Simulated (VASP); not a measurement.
# Pb (Fm-3m) in VASP: relaxation of cell and atoms with LDA

Aim: the relaxation of cell and atoms of Pb with LDA.

Everything below comes from runs of VASP 6.6.1. Logs are shortened: lines on timing, memory, paths and dates and some standing lists are left out, and cuts for length are marked.

### 1 The cell of the first run

The structure is cubic, space group Fm-3m (No. 225). The conventional cell has a = 4.950 Å, b = 4.950 Å, c = 4.950 Å, α = 90.00°, β = 90.00°, γ = 90.00°. Pb (site symmetry m-3m) has 12 Pb at 3.50 Å within 4.6 Å.

### 2 Relaxation of cell and atoms, LDA

File INCAR:

```
SYSTEM = Pb
PREC     = Accurate       ! precision mode
ENCUT    = 600            ! plane-wave cutoff, eV
EDIFF    = 1E-7           ! SCF threshold, eV
ISMEAR   = -1             ! smearing method
SIGMA    = 0.05           ! smearing width, eV
LREAL    = .False.        ! projectors in reciprocal space
LASPH    = .True.         ! aspherical terms in the spheres
NELM     = 60             ! most SCF steps
ALGO     = Normal         ! electronic algorithm
ISIF     = 3              ! what is computed and relaxed
LWAVE    = .False.        ! write WAVECAR
LCHARG   = .False.        ! write CHGCAR
GGA      = CA             ! functional
IBRION   = 2              ! ionic algorithm
NSW      = 60             ! ionic steps
EDIFFG   = -0.03          ! ionic threshold
```

File KPOINTS:

```
Automatic mesh
0
Gamma
  16 16 16
  0 0 0
```

File POSCAR:

```
Pb
1.0
    0.0000000000      2.4750200000      2.4750200000
    2.4750200000      0.0000000000      2.4750200000
    2.4750200000      2.4750200000      0.0000000000
Pb
1
Direct
    0.0000000000      0.0000000000      0.0000000000
```

Potentials or basis: VASP PAW LDA potentials, release 64 (Pb_d).

Run with:

```console
$ cat potpaw_LDA.64/Pb_d/POTCAR > POTCAR
$ mpirun -np 1 vasp_std > vasp.out
```

OUTCAR:

```text
SYSTEM = Pb
   PREC = Accurate
   ENCUT = 600
   EDIFF = 1E-7
   ISMEAR = -1
   LREAL = .False.
   LASPH = .True.
   NELM = 60
   ISIF = 3
   GGA = CA
   IBRION = 2
   NSW = 60
   EDIFFG = -0.03

 ion  position               nearest neighbor table
   1  0.000  0.000  0.000-

  LATTYP: Found a face centered cubic cell.
 ALAT       =     4.9500400000

  Lattice vectors:

 A1 = (   0.0000000000,   2.4750200000,   2.4750200000)
 A2 = (   2.4750200000,   0.0000000000,   2.4750200000)
 A3 = (   2.4750200000,   2.4750200000,   0.0000000000)

Analysis of symmetry for initial positions (statically):
=====================================================================
 Subroutine PRICEL returns:
 Original cell was already a primitive cell.

 Routine SETGRP: Setting up the symmetry group for a
 face centered cubic supercell.

 Subroutine GETGRP returns: Found 48 space group operations
 (whereof 48 operations were pure point group operations)
 out of a pool of 48 trial point group operations.

The static configuration has the point symmetry O_h .

Analysis of symmetry for dynamics (positions and initial velocities):
=====================================================================
 Subroutine PRICEL returns:
 Original cell was already a primitive cell.

 Routine SETGRP: Setting up the symmetry group for a
 face centered cubic supercell.

 Subroutine GETGRP returns: Found 48 space group operations
 (whereof 48 operations were pure point group operations)
 out of a pool of 48 trial point group operations.

The dynamic configuration has the point symmetry O_h .

 Subroutine INISYM returns: Found 48 space group operations
 (whereof 48 operations are pure point group operations),
 and found     1 'primitive' translations

----------------------------------------------------------------------------------------

                                     Primitive cell

  volume of cell :      30.3226

  direct lattice vectors                    reciprocal lattice vectors
     0.000000000  2.475020000  2.475020000    -0.202018570  0.202018570  0.202018570
     2.475020000  0.000000000  2.475020000     0.202018570 -0.202018570  0.202018570
     2.475020000  2.475020000  0.000000000     0.202018570  0.202018570 -0.202018570

  length of vectors
     3.500206851  3.500206851  3.500206851     0.349906427  0.349906427  0.349906427

  position of ions in fractional coordinates (direct lattice)
     0.000000000  0.000000000  0.000000000

  ion indices of the primitive-cell ions
   primitive index   ion index
                 1           1

----------------------------------------------------------------------------------------

 KPOINTS: Automatic mesh

Automatic generation of k-mesh.
 Grid dimensions read from file:
 generate k-points for:   16   16   16

 Generating k-lattice:

  Cartesian coordinates                     Fractional coordinates (reciprocal lattice)
    -0.012626161  0.012626161  0.012626161     0.062500000  0.000000000  0.000000000
     0.012626161 -0.012626161  0.012626161     0.000000000  0.062500000  0.000000000
     0.012626161  0.012626161 -0.012626161     0.000000000  0.000000000  0.062500000

  Length of vectors
     0.021869152  0.021869152  0.021869152

  Shift w.r.t. Gamma in fractional coordinates (k-lattice)
     0.000000000  0.000000000  0.000000000

 Subroutine IBZKPT returns following result:
 ===========================================

 Found    145 irreducible k-points:

 Following reciprocal coordinates:
            Coordinates               Weight
  0.000000  0.000000  0.000000      1.000000
  0.062500  0.000000  0.000000      8.000000
  0.125000  0.000000  0.000000      8.000000
  0.187500  0.000000  0.000000      8.000000
  0.250000  0.000000  0.000000      8.000000
  0.312500  0.000000  0.000000      8.000000
[... 16 lines left out ...]
 -0.125000  0.062500  0.000000     24.000000
 -0.062500  0.062500  0.000000     12.000000
 [... further k-points ...]
   k-points           NKPTS =    145   k-points in BZ     NKDIM =    145   number of bands    NBANDS=     11
   number of dos      NEDOS =    301   number of ions     NIONS =      1
   total plane-waves  NPLWV =  21952
   dimension x,y,z NGX =    28 NGY =   28 NGZ =   28
   dimension x,y,z NGXF=    56 NGYF=   56 NGZF=   56
   ions per type =               1
   NGX,Y,Z   is equivalent  to a cutoff of  13.30, 13.30, 13.30 a.u.
   NGXF,Y,Z  is equivalent  to a cutoff of  26.60, 26.60, 26.60 a.u.
 SYSTEM =  Pb
   PREC   = accura    normal or accurate (medium, high low for compatibility)
   ISTART =      0    job   : 0-new  1-cont  2-samecut
   ICHARG =      2    charge: 1-file 2-atom 10-const
   ISPIN  =      1    spin polarized calculation?
   LNONCOLLINEAR =      F non collinear calculations
   LSORBIT =      F    spin-orbit coupling
   LASPH  =      T    aspherical Exc in radial PAW
   ENCUT  =  600.0 eV  44.10 Ry    6.64 a.u.   6.99  6.99  6.99*2*pi/ulx,y,z
   NELM   =     60;   NELMIN=  2; NELMDL= -5     # of ELM steps
   EDIFF  = 0.1E-06   stopping-criterion for ELM
   LREAL  =      F    real-space projection
   EDIFFG = -.3E-01   stopping-criterion for IOM
   NSW    =     60    number of steps for IOM
   IBRION =      2    ionic relax: 0-MD 1-quasi-New 2-CG
   NFREE  =      1    steps in history (QN), initial steepest desc. (CG)
   ISIF   =      3    stress and relaxation
   ISYM   =      2    0-nonsym 1-usesym 2-fastsym
   POTIM  = 0.5000    time-step for ionic-motion
   TEBEG  =    0.0;   TEEND  =   0.0 temperature during run
   PSTRESS=    0.0 pullay stress
   NELECT =      14.0000    total number of electrons
   NUPDOWN=      -1.0000    fix difference up-down
   EMIN   =  10.00;   EMAX   =-10.00  energy-range for DOS
   EFERMI =   0.00;   METHOD = LEGACY
   ISMEAR =    -1;   SIGMA  =   0.05  broadening in eV -4-tet -1-fermi 0-gaus
   EFERMI_NEDOS =   21; number of points for ismear=-14 and -15
   IALGO  =     38    algorithm
   IMIX   =      4    mixing-type and parameters
     AMIX     =   0.40;   BMIX     =  1.00
     AMIX_MAG =   1.60;   BMIX_MAG =  1.00
  volume/ion in A,a.u.               =      30.32       204.63
  Fermi-wavevector in a.u.,A,eV,Ry     =   1.265306  2.391081 21.782907  1.600999
  Thomas-Fermi vector in A             =   2.398566
   LORBIT       =      0    0 simple, 1 ext, 2 COOP (PROOUT), +10 PAW based schemes
   GGA     = CA    functional components
   LHFCALC =     F    Hartree Fock is set to
   AEXX    =    0.0000 exact exchange contribution
   IVDW    =     0    specifies the selected vdW correction
   LEPSILON=     F    determine dielectric tensor
   LRPA    =     F    only Hartree local field effects (RPA)
 conjugate gradient relaxation of ions
 non-spin polarized calculation
  energy-cutoff  :      600.00
  volume of cell :       30.32
 maximum number of plane-waves:      1036
   NGX = 13   NGY = 13   NGZ = 13

--------------------------------------- Ionic step        1  -------------------------------------------

 number of electron      13.9999999 magnetization

 Free energy of the ion-electron system (eV)
  ---------------------------------------------------
  ext. energy  EPLUGINS =         0.00000000
  ---------------------------------------------------
  free energy    TOTEN  =        -4.25036601 eV

  energy without entropy =       -4.24662713  energy(sigma->0) =       -4.24849657

------------------------ aborting loop because EDIFF is reached ----------------------------------------

  FORCE on cell =-STRESS in cart. coord.  units (eV):
  Direction    XX          YY          ZZ          XY          YZ          ZX
  --------------------------------------------------------------------------------------
  -------------------------------------------------------------------------------------
  Total       -0.3772580     -0.3772580     -0.3772580     -0.0000000      0.0000000     -0.0000000
  in kB      -19.9334708    -19.9334708    -19.9334708     -0.0000000      0.0000000     -0.0000000
  external PRESSURE =     -19.9334708 kB  Pullay stress =       0.0000000 kB

 VOLUME and BASIS-vectors are now :
 -----------------------------------------------------------------------------
  energy-cutoff  :      600.00
  volume of cell :       30.32
      direct lattice vectors                 reciprocal lattice vectors
     0.000000000  2.475020000  2.475020000    -0.202018570  0.202018570  0.202018570
     2.475020000  0.000000000  2.475020000     0.202018570 -0.202018570  0.202018570
     2.475020000  2.475020000  0.000000000     0.202018570  0.202018570 -0.202018570
[... 36 lines left out ...]
 POSITION                                       TOTAL-FORCE (eV/Angst)
 -----------------------------------------------------------------------------------
      0.00000      0.00000      0.00000        -0.000000     -0.000000      0.000000
 -----------------------------------------------------------------------------------
    total drift:                               -0.000000     -0.000000     -0.000000

  FREE ENERGIE OF THE ION-ELECTRON SYSTEM (eV)
  ---------------------------------------------------
  free  energy   TOTEN  =        -4.2570949608 eV

  energy  without entropy=       -4.2537209766  energy(sigma->0) =       -4.25540797

--------------------------------------- Ionic step        3  -------------------------------------------

 number of electron      13.9999999 magnetization

 Free energy of the ion-electron system (eV)
  ---------------------------------------------------
  ext. energy  EPLUGINS =         0.00000000
  ---------------------------------------------------
  free energy    TOTEN  =        -4.25814782 eV

  energy without entropy =       -4.25472909  energy(sigma->0) =       -4.25643846

 E-fermi :   7.5275     XC(G=0): -10.6505

 val. band max:        7.4979666913   @ k =  -0.4375   0.3750   0.1875
 cond. band min:       7.5818005271   @ k =  -0.3125   0.3125   0.1250
 fundamental gap:      0.0838338357
 Fermi energy:         7.5274947116

 k-point     1 :       0.0000    0.0000    0.0000
  band No.  band energies     occupation
      1      -9.5682      2.00000
      2      -9.5682      2.00000
      3      -9.5682      2.00000
      4      -9.4067      2.00000
      5      -9.4067      2.00000
      6      -4.5744      2.00000
      7      15.1461      0.00000
      8      15.1461      0.00000
      9      15.1461      0.00000
     10      17.3219      0.00000
     11      19.4630      0.00000

 k-point     2 :       0.0625    0.0000    0.0000
  band No.  band energies     occupation
      1      -9.5685      2.00000
      2      -9.5617      2.00000
      3      -9.5617      2.00000
      4      -9.4073      2.00000
      5      -9.4073      2.00000
      6      -4.4961      2.00000
      7      14.1778      0.00000
      8      15.0476      0.00000
      9      15.0476      0.00000
     10      17.1565      0.00000
     11      19.8433      0.00000
[... 295 lines left out ...]
 k-point    24 :      -0.0625    0.0625    0.0000
  band No.  band energies     occupation
      1      -9.5717      2.00000
      2      -9.5538      2.00000
      3      -9.5468      2.00000
      4      -9.4147      2.00000
      5      -9.4009      2.00000
      6      -4.3653      2.00000
      7      13.3229      0.00000
      8      14.1350      0.00000
      9      15.2390      0.00000
     10      17.1586      0.00000
     11      19.9109      0.00000

 [... further k-points ...]

------------------------ aborting loop because EDIFF is reached ----------------------------------------

  FORCE on cell =-STRESS in cart. coord.  units (eV):
  Direction    XX          YY          ZZ          XY          YZ          ZX
  --------------------------------------------------------------------------------------
  -------------------------------------------------------------------------------------
  Total       -0.0001848     -0.0001848     -0.0001848     -0.0000000     -0.0000000     -0.0000000
  in kB       -0.0101666     -0.0101666     -0.0101666     -0.0000000     -0.0000000     -0.0000000
  external PRESSURE =      -0.0101666 kB  Pullay stress =       0.0000000 kB

 VOLUME and BASIS-vectors are now :
 -----------------------------------------------------------------------------
  energy-cutoff  :      600.00
  volume of cell :       29.12
      direct lattice vectors                 reciprocal lattice vectors
    -0.000000000  2.441777636  2.441777636    -0.204768851  0.204768851  0.204768851
     2.441777636 -0.000000000  2.441777636     0.204768851 -0.204768851  0.204768851
     2.441777636  2.441777636 -0.000000000     0.204768851  0.204768851 -0.204768851

 POSITION                                       TOTAL-FORCE (eV/Angst)
 -----------------------------------------------------------------------------------
      0.00000      0.00000      0.00000        -0.000000     -0.000000     -0.000000
 -----------------------------------------------------------------------------------
    total drift:                               -0.000000     -0.000000     -0.000000

  FREE ENERGIE OF THE ION-ELECTRON SYSTEM (eV)
  ---------------------------------------------------
  free  energy   TOTEN  =        -4.2581478233 eV

  energy  without entropy=       -4.2547290894  energy(sigma->0) =       -4.25643846

 reached required accuracy - stopping structural energy minimisation
```

Wall time 3.3 min (1 thread of Intel Xeon 8259CL, shared host); peak memory 0.17 GiB.

Results:

- Free energy: -4.2581 eV
- Relaxed volume: 29.12 Å³/atom
- Relaxed cell: a = 3.453 Å, b = 3.453 Å, c = 3.453 Å, α = 60.00°, β = 60.00°, γ = 60.00°
- Space group after relaxing (to 0.1 Å): Fm-3m (No. 225)
- Energy gained by relaxing: 7.8 meV/atom
- Ionic steps: 3
- Pressure after relaxing: 0.0 GPa
- Band gap on the k mesh: zero (bands 7 and 8 overlap by 9.45 eV)

Step by step:
```
step  energy change (eV)  largest force (eV/Å)  pressure (GPa)  volume (Å³)
   1              0.0000                0.0000           -1.99        30.32
   2             -0.0067                0.0000            0.81        28.70
   3             -0.0078                0.0000            0.00        29.12
```

Final structure:
```
CELL_PARAMETERS angstrom
0.00000 2.44178 2.44178
2.44178 0.00000 2.44178
2.44178 2.44178 0.00000
ATOMIC_POSITIONS crystal
Pb 0.00000 0.00000 0.00000
```

Levels at points of the mesh, in eV from the Fermi level:
```
           k point  band 5  band 6  band 7  band 8  band 9  band 10
(0.00, 0.00, 0.00)  -16.93  -12.10    7.62    7.62    7.62     9.79
(0.50, 0.00, 0.00)  -16.78   -8.24   -4.46    5.69    5.69     9.28
(0.50, 0.50, 0.00)  -16.74   -6.74   -3.49    2.00    2.00     5.54
```

Caveat: spin-orbit coupling is left out, which moves the levels of the heavy elements. Zero-point motion and thermal expansion aren't in these numbers.
